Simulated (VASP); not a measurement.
Input of a VASP 6.6.1 run:

INCAR

```
PREC = Accurate
ENCUT = 520
EDIFF = 1E-7
ISMEAR = -1
SIGMA = 0.05
LREAL = F
LASPH = T
NELM = 100
ALGO = Normal
ISIF = 2
LWAVE = F
LCHARG = T
GGA = PE
LELF = T
LVHAR = T
NBANDS = 22
```

The input KPOINTS:

```
regular mesh
0
Gamma
  7 7 7
```

Contents of POSCAR:

```
Bi
1.0
    2.2622500000      1.3061100000      3.8826110000
   -2.2622500000      1.3061100000      3.8826110000
    0.0000000000     -2.6122210000      3.8826110000
Bi
2
Direct
    0.2368250000      0.2368250000      0.2368250000
    0.7631750000      0.7631750000      0.7631750000
```

Potentials or basis: VASP PAW PBE potentials, release 64 (Bi_d).

Command:

```console
$ cat potpaw_PBE.64/Bi_d/POTCAR > POTCAR
$ mpirun -np 1 vasp_std > vasp.out
```

Task: Predict the largest force.

Result: 0.027 eV/Å.

Task: What does it give for the pressure?

Result: 2.3 GPa.

Forces on the atoms (eV/Å):
```
Bi   0.000  0.000  0.027
Bi   0.000  0.000 -0.027
```
